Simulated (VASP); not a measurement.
# Be (P1) in VASP: single point with PBE

Aim: the single point of Be with PBE.

Everything below comes from runs of VASP 6.6.1. Logs are shortened: lines on timing, memory, paths and dates and some standing lists are left out, and cuts for length are marked.

### 1 The cell of the first run

The typed cell holds 4 atoms: a = 3.839 Å, b = 3.790 Å, c = 2.329 Å, α = 91.13°, β = 90.61°, γ = 89.31°.

### 2 Single point, PBE (atoms moved at random and the cell strained at random)

Input file INCAR:

```
ALGO     = Fast           # electronic algorithm
EDIFF    = 1E-6           # SCF threshold, eV
ENCUT    = 520            # plane-wave cutoff, eV
GGA      = PE             # functional
ISIF     = 2              # what is computed and relaxed
ISMEAR   = 0              # smearing method
LASPH    = True           # aspherical terms in the spheres
LCHARG   = True           # write CHGCAR
LELF     = True           # ELF
LREAL    = False          # projectors in reciprocal space
LVHAR    = True         
LWAVE    = False          # write WAVECAR
NBANDS   = 12             # bands
NELM     = 80             # most SCF steps
PREC     = Accurate       # precision mode
SIGMA    = 0.1            # smearing width, eV
```

Input file KPOINTS:

```
k-points
0
Gamma
  10 10 16
```

Input file POSCAR:

```
Be
1.0
    3.8390980288      0.0227431610     -0.0203077319
    0.0227431610      3.7894902115     -0.0374681400
   -0.0123645376     -0.0228128000      2.3284112448
Be
4
Direct
    0.2831638982      0.2887393017     -0.0024722963
    0.7368984801      0.7181972582     -0.0724943891
    0.1966909865      0.7704917987      0.5595542853
    0.7832466352      0.2225716414      0.5154124001
```

Potentials or basis: VASP PAW PBE potentials, release 64 (Be).

Started as:

```bash
$ cat potpaw_PBE.64/Be/POTCAR > POTCAR
$ mpirun -np 1 vasp_std > vasp.out
```

OUTCAR:

```text
EDIFF = 1E-6
   ENCUT = 520
   GGA = PE
   ISIF = 2
   ISMEAR = 0
   LASPH = True
   LREAL = False
   NELM = 80
   PREC = Accurate

 ion  position               nearest neighbor table
   1  0.283  0.289  0.998-   3 2.13   3 2.22   4 2.23   4 2.24   3 2.25   4 2.27   4 2.30
   2  0.737  0.718  0.928-   3 1.98   4 2.10   4 2.17   3 2.24   3 2.29   4 2.34   4 2.35
   3  0.197  0.770  0.560-   2 1.98   1 2.13   1 2.22   2 2.24   1 2.25   2 2.29   4 2.32
   4  0.783  0.223  0.515-   2 2.10   2 2.17   1 2.23   1 2.24   1 2.27   1 2.30   3 2.32   2 2.34
                             2 2.35

  LATTYP: Found a triclinic cell.
 ALAT       =     4.4086717668
 B/A-ratio  =     0.8596112123
 C/A-ratio  =     1.0136654681
 COS(alpha) =     0.0000169918
 COS(beta)  =     0.2703882524
 COS(gamma) =     0.8491985909

  Lattice vectors:

 A1 = (  -0.0103786234,  -3.7666774115,  -2.2909431048)
 A2 = (  -0.0227431610,  -3.7894902115,   0.0374681400)
 A3 = (  -3.8267334912,   0.0000696390,  -2.3081035129)

Analysis of symmetry for initial positions (statically):
=====================================================================
 Subroutine PRICEL returns:
 Original cell was already a primitive cell.

 Routine SETGRP: Setting up the symmetry group for a
 triclinic supercell.

 Subroutine GETGRP returns: Found  1 space group operations
 (whereof  1 operations were pure point group operations)
 out of a pool of  2 trial point group operations.

The static configuration has the point symmetry C_1 .

Analysis of symmetry for dynamics (positions and initial velocities):
=====================================================================
 Subroutine PRICEL returns:
 Original cell was already a primitive cell.

 Routine SETGRP: Setting up the symmetry group for a
 triclinic supercell.

 Subroutine GETGRP returns: Found  1 space group operations
 (whereof  1 operations were pure point group operations)
 out of a pool of  2 trial point group operations.

The dynamic configuration has the point symmetry C_1 .

 Subroutine INISYM returns: Found  1 space group operations
 (whereof  1 operations are pure point group operations),
 and found     1 'primitive' translations

----------------------------------------------------------------------------------------

                                     Primitive cell
[... 105 lines left out ...]
   PSTRESS=    0.0 pullay stress
   NELECT =       8.0000    total number of electrons
   NUPDOWN=      -1.0000    fix difference up-down
   EMIN   =  10.00;   EMAX   =-10.00  energy-range for DOS
   EFERMI =   0.00;   METHOD = LEGACY
   ISMEAR =     0;   SIGMA  =   0.10  broadening in eV -4-tet -1-fermi 0-gaus
   EFERMI_NEDOS =   21; number of points for ismear=-14 and -15
   IALGO  =     68    algorithm
   IMIX   =      4    mixing-type and parameters
     AMIX     =   0.40;   BMIX     =  1.00
     AMIX_MAG =   1.60;   BMIX_MAG =  1.00
  volume/ion in A,a.u.               =       8.47        57.14
  Fermi-wavevector in a.u.,A,eV,Ry     =   1.011979  1.912363 13.933741  1.024101
  Thomas-Fermi vector in A             =   2.145061
   LORBIT       =      0    0 simple, 1 ext, 2 COOP (PROOUT), +10 PAW based schemes
   GGA     = PE    functional components
   LHFCALC =     F    Hartree Fock is set to
   AEXX    =    0.0000 exact exchange contribution
   IVDW    =     0    specifies the selected vdW correction
   LEPSILON=     F    determine dielectric tensor
   LRPA    =     F    only Hartree local field effects (RPA)
 non-spin polarized calculation
 RMM-DIIS sequential band-by-band and
 Gauss-broadening in eV      SIGMA  =   0.10
  energy-cutoff  :      520.00
  volume of cell :       33.87
 maximum number of plane-waves:       931
 NGX is ok and might be reduce to    30
   NGX = 15   NGY = 15   NGZ =  9

 number of electron       8.0000000 magnetization

 Free energy of the ion-electron system (eV)
  ---------------------------------------------------
  ext. energy  EPLUGINS =         0.00000000
  ---------------------------------------------------
  free energy    TOTEN  =       -14.40894055 eV

  energy without entropy =      -14.40662821  energy(sigma->0) =      -14.40778438

 E-fermi :   6.5154     XC(G=0): -10.3751

 val. band max:        6.5132600211   @ k =  -0.3000   0.0000   0.3125
 cond. band min:       6.5196834224   @ k =   0.1000   0.0000   0.2500
 fundamental gap:      0.0064234013
 Fermi energy:         6.5154089738

 k-point     1 :       0.0000    0.0000    0.0000
  band No.  band energies     occupation
      1      -4.5075      2.00000
      2       1.6246      2.00000
      3       1.8815      2.00000
      4       5.5271      2.00000
      5       5.9183      2.00000
      6       9.9497      0.00000
      7      10.3612      0.00000
      8      14.3553      0.00000
      9      15.3552      0.00000
     10      16.6312      0.00000
     11      20.8676      0.00000
     12      21.5461      0.00000
[... 331 lines left out ...]
 k-point    24 :      -0.3000    0.2000    0.0000
  band No.  band energies     occupation
      1      -3.4996      2.00000
      2      -0.5073      2.00000
      3       1.0290      2.00000
      4       4.3324      2.00000
      5       8.8643      0.00000
      6      10.0274      0.00000
      7      11.1863      0.00000
      8      16.4307      0.00000
      9      16.9859      0.00000
     10      19.1707      0.00000
     11      19.5322      0.00000
     12      20.9521      0.00000

 [... further k-points ...]

------------------------ aborting loop because EDIFF is reached ----------------------------------------

  FORCE on cell =-STRESS in cart. coord.  units (eV):
  Direction    XX          YY          ZZ          XY          YZ          ZX
  --------------------------------------------------------------------------------------
  -------------------------------------------------------------------------------------
  Total       -0.5049331     -1.0863233     -0.7155222     -0.0995102      0.4536351     -0.3743671
  in kB      -23.8860428    -51.3889164    -33.8480333     -4.7073668     21.4593693    -17.7095697
  external PRESSURE =     -36.3743308 kB  Pullay stress =       0.0000000 kB

 VOLUME and BASIS-vectors are now :
 -----------------------------------------------------------------------------
  energy-cutoff  :      520.00
  volume of cell :       33.87
      direct lattice vectors                 reciprocal lattice vectors
     3.839098029  0.022743161 -0.020307732     0.260494268 -0.001549866  0.001368115
     0.022743161  3.789490211 -0.037468140    -0.001549866  0.263922525  0.002577572
    -0.012364538 -0.022812800  2.328411245     0.002247016  0.004233450  0.429530807

 POSITION                                       TOTAL-FORCE (eV/Angst)
 -----------------------------------------------------------------------------------
      1.08133      1.07786      2.30609         0.395829     -0.103988      0.363993
      2.83389      2.71720      2.11774        -1.334824     -0.117212      1.691337
      0.76572      2.91148      1.27001         0.580997      0.667623     -1.413859
      3.00565      0.84949      1.17585         0.357999     -0.446423     -0.641471
 -----------------------------------------------------------------------------------
    total drift:                                0.000001     -0.000007      0.000006

  FREE ENERGIE OF THE ION-ELECTRON SYSTEM (eV)
  ---------------------------------------------------
  free  energy   TOTEN  =       -14.4089405521 eV

  energy  without entropy=      -14.4066282148  energy(sigma->0) =      -14.40778438
```

OSZICAR:

```text
N       E                     dE             d eps       ncg     rms          rms(c)
DAV:   1     0.175992456715E+00    0.17599E+00   -0.32933E+03 19304   0.554E+02
DAV:   2    -0.141862130449E+02   -0.14362E+02   -0.13789E+02 25472   0.958E+01
DAV:   3    -0.145696493138E+02   -0.38344E+00   -0.37984E+00 27184   0.108E+01
DAV:   4    -0.145709278760E+02   -0.12786E-02   -0.12781E-02 23140   0.695E-01
DAV:   5    -0.145709320357E+02   -0.41597E-05   -0.41593E-05 26192   0.367E-02    0.180E+00
RMM:   6    -0.144491303462E+02    0.12180E+00   -0.27691E-02 19463   0.114E+00    0.105E+00
RMM:   7    -0.144107160680E+02    0.38414E-01   -0.21405E-02 21144   0.768E-01    0.279E-01
RMM:   8    -0.144089602806E+02    0.17558E-02   -0.12654E-03 23704   0.214E-01    0.329E-02
RMM:   9    -0.144089439536E+02    0.16327E-04   -0.11071E-04 24682   0.734E-02    0.101E-02
RMM:  10    -0.144089402714E+02    0.36821E-05   -0.11924E-05 24251   0.303E-02    0.217E-03
RMM:  11    -0.144089405521E+02   -0.28068E-06   -0.15186E-06 22197   0.796E-03
   1 F= -.14408941E+02 E0= -.14407784E+02  d E =-.231234E-02
```

Wall time 3.6 min (1 thread of Intel Xeon Platinum 8259CL at 2.50GHz (Skylake/Cascade Lake), shared host); peak memory 0.34 GiB.

What came out:

- Free energy: -14.4089 eV
- Pressure: -3.6 GPa
- Largest force: 2.158 eV/Å
- Band gap on the k mesh: zero (band 4 reaches 7.15 eV, above the bottom of band 5 at 5.92 eV)

Forces on the atoms (eV/Å):
```
Be   0.396 -0.104  0.364
Be  -1.335 -0.117  1.691
Be   0.581  0.668 -1.414
Be   0.358 -0.446 -0.641
```

Caveat: the cell differs from its parent crystal (atoms moved at random and the cell strained at random); forces of over 1 eV/Å act on the atoms, so gaps and moduli don't describe the material at rest.
